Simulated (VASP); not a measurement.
Wanted: the native input for a VASP 6.6.1 run.

```
Task                   : single point
Functional             : PBE
Potentials or basis    : VASP PAW PBE potentials, release 64 (Si, O, H)
Cutoff                 : 520 eV
k mesh                 : 1 × 1 × 1
Occupations            : gaussian, width 0.02 eV
Spin                   : no spin polarisation
Dipole correction      : no
Further INCAR settings : LREAL = Auto; ALGO = Normal; EDIFF = 1e-07; NBANDS = 235
```

The structure of Si23H4O48 (a cell with a defect) lies in POSCAR:

```
Si23H4O48
1.0
    9.8316000000      0.0000000000      0.0000000000
   -4.9158000000      8.5144150000      0.0000000000
    0.0000000000      0.0000000000     10.8182000000
Si O H
23 48 4
Direct
    0.2668430000      0.0009767400      0.1634700000
    0.0028516000      0.2703680000      0.3357050000
    0.2306050000      0.2354080000      0.0001007300
    0.2653480000      0.9977494000      0.6636500000
    0.9932126000      0.2663560000      0.8350300000
    0.2323110000      0.2285110000      0.5017520000
    0.2682820000      0.5027390000      0.1672110000
    0.9997803800      0.7676140000      0.3331480000
    0.2338640000      0.7330290000      0.9966533000
    0.9989205000      0.7666930000      0.8327140000
    0.2344290000      0.7356140000      0.4976220000
    0.7692410000      0.0042952000      0.1672390000
    0.4984520000      0.2670890000      0.3326380000
    0.7266420000      0.2320240000      0.0002954000
    0.7657180000      0.0012322000      0.6669000000
    0.4945750000      0.2657660000      0.8320270000
    0.7327730000      0.2338080000      0.4992370000
    0.7651740000      0.5008340000      0.1672980000
    0.5011880000      0.7703670000      0.3320530000
    0.7350830000      0.7369020000      0.0012113000
    0.7631940000      0.4995590000      0.6663380000
    0.5046480000      0.7692100000      0.8316280000
    0.7327490000      0.7354920000      0.4996880000
    0.0687650000      0.2066210000      0.4462400000
    0.2961240000      0.3658270000      0.1099080000
    0.1402060000      0.4347450000      0.2786630000
    0.2024600000      0.0698960000      0.0553950000
    0.3623780000      0.2944360000      0.3913610000
    0.4306990000      0.1384180000      0.2213530000
    0.0654320000      0.2098730000      0.9457150000
    0.3038820000      0.3517710000      0.6166480000
    0.1356700000      0.4290170000      0.7780800000
    0.1997120000      0.0574320000      0.5499300000
    0.3584550000      0.2958220000      0.8879650000
    0.4284840000      0.1364520000      0.7217280000
    0.0679010000      0.7063220000      0.4438320000
    0.2991160000      0.8684090000      0.1031500000
    0.1368330000      0.9300380000      0.2735220000
    0.2040780000      0.5698520000      0.0580140000
    0.3639780000      0.7993980000      0.3865800000
    0.4342950000      0.6406840000      0.2215190000
    0.0677460000      0.7049810000      0.9423610000
    0.2993620000      0.8643310000      0.6090240000
    0.1350350000      0.9300380000      0.7738950000
    0.2058530000      0.5699500000      0.5554350000
    0.3593880000      0.7870590000      0.8833780000
    0.4574520000      0.6484340000      0.7143040000
    0.5683340000      0.2046660000      0.4411890000
    0.7907210000      0.3628830000      0.1097040000
    0.6344730000      0.4331810000      0.2768560000
    0.7032200000      0.0691220000      0.0573170000
    0.8658290000      0.2991990000      0.3913950000
    0.9337440000      0.1415760000      0.2241200000
    0.5617480000      0.2046160000      0.9436860000
    0.7914020000      0.3622690000      0.6109670000
    0.6303510000      0.4323090000      0.7751710000
    0.7053660000      0.0690910000      0.5554790000
    0.8539980000      0.2927100000      0.8882170000
    0.9307640000      0.1366270000      0.7244910000
    0.5684650000      0.7078670000      0.4422990000
    0.7990200000      0.8685060000      0.1101390000
    0.6394420000      0.9356300000      0.2772850000
    0.7054800000      0.5714430000      0.0574340000
    0.8637870000      0.7971160000      0.3899890000
    0.9305870000      0.6356190000      0.2243800000
    0.5697540000      0.7090080000      0.9453830000
    0.7944690000      0.8645580000      0.6107280000
    0.6368080000      0.9393260000      0.7782680000
    0.7041320000      0.5699330000      0.5561050000
    0.8633810000      0.7966100000      0.8896810000
    0.9285160000      0.6335080000      0.7246220000
    0.4522990000      0.5477660000      0.7253400000
    0.2297450000      0.3561110000      0.6755540000
    0.3027980000      0.5849670000      0.5956360000
    0.1138845500      0.4860762200      0.6979544300
```

One way to write it, as run:

INCAR

```
PREC = Accurate ; ENCUT = 520
EDIFF = 1E-7 ; ISMEAR = 0
SIGMA = 0.02 ; LREAL = Auto
LASPH = True ; NELM = 80
ALGO = Normal ; ISIF = 2
LWAVE = False ; LCHARG = False
GGA = PE ; NBANDS = 235
```

KPOINTS

```
regular mesh
0
Gamma
  1 1 1
```

Potentials or basis: VASP PAW PBE potentials, release 64 (Si, O, H).

Command:

```console
$ cat potpaw_PBE.64/Si/POTCAR potpaw_PBE.64/O/POTCAR potpaw_PBE.64/H/POTCAR > POTCAR
$ mpirun -np 1 vasp_gam > vasp.out
```

Results of the run:

| Quantity | Value |
| --- | --- |
| Pressure | 2.5 GPa |
| Largest force | 3.150 eV/Å |
| Band gap on the k mesh | 5.72 eV |

Caveat: the k points lie up to 0.74 Å⁻¹ apart.

Run time: 5.4 min on 1 thread of AMD EPYC 7R13 Processor (Zen 3) (shared host), peak memory 0.95 GiB.
